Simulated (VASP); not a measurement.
# TiTe2: single point with PBE

TiTe2:

```xyz
3
Lattice="3.8267 0.0000 0.0000 -1.9134 3.3140 0.0000 0.0000 0.0000 6.5835" Properties=species:S:1:pos:R:3 pbc="T T T"
Te    0.0000    2.2093    4.8534
Te    1.9134    1.1047    1.7301
Ti    0.0000    0.0000    0.0000
```

This cell differs from its parent crystal: volume scaled by 1.04.

```yaml
Program: VASP 6.6.1
Task: single point
Functional: PBE
Potentials_or_basis: VASP PAW PBE potentials, release 64 (Te, Ti_sv)
Cutoff: 520 eV
k_mesh: 8 × 8 × 4
Occupations: fermi-dirac, width 0.05 eV
Spin: no spin polarisation
Dipole_correction: no
Further_INCAR_settings: ALGO = Normal; EDIFF = 1e-06; NBANDS = 19
```

The pressure is -1.5 GPa and the largest force is 0.296 eV/Å. The band gap on the k mesh is zero (band 12 reaches 6.74 eV, above the bottom of band 13 at 6.14 eV).

Forces on the atoms (eV/Å):
```
Te   0.000  0.000  0.296
Te   0.000  0.000 -0.296
Ti   0.000  0.000  0.000
```

Stress tensor (GPa, compression positive):
```
-1.57  0.00  0.00
 0.00 -1.57  0.00
 0.00  0.00 -1.28
```

Levels at points of the mesh, in eV from the Fermi level:
```csv
k point,band 10,band 11,band 12,band 13,band 14,band 15
"(0.00, 0.00, 0.00)",0.36,0.39,0.39,0.51,0.98,0.98
"(0.50, 0.00, 0.00)",-2.29,-1.69,-1.10,0.03,1.08,1.39
"(0.00, 0.00, 0.50)",-1.55,0.38,0.38,0.68,0.68,0.95
"(0.50, 0.00, 0.50)",-1.95,-0.98,-0.61,-0.22,1.08,1.37
```

It took 48 s on 1 thread of Intel Xeon 6975P-C, on a shared host, peak memory 0.22 GiB.

Caveat: spin-orbit coupling is left out, which moves the levels of the heavy elements; this functional lacks dispersion, which binds the layers, so the pressure and a relaxed spacing across them are unreliable.
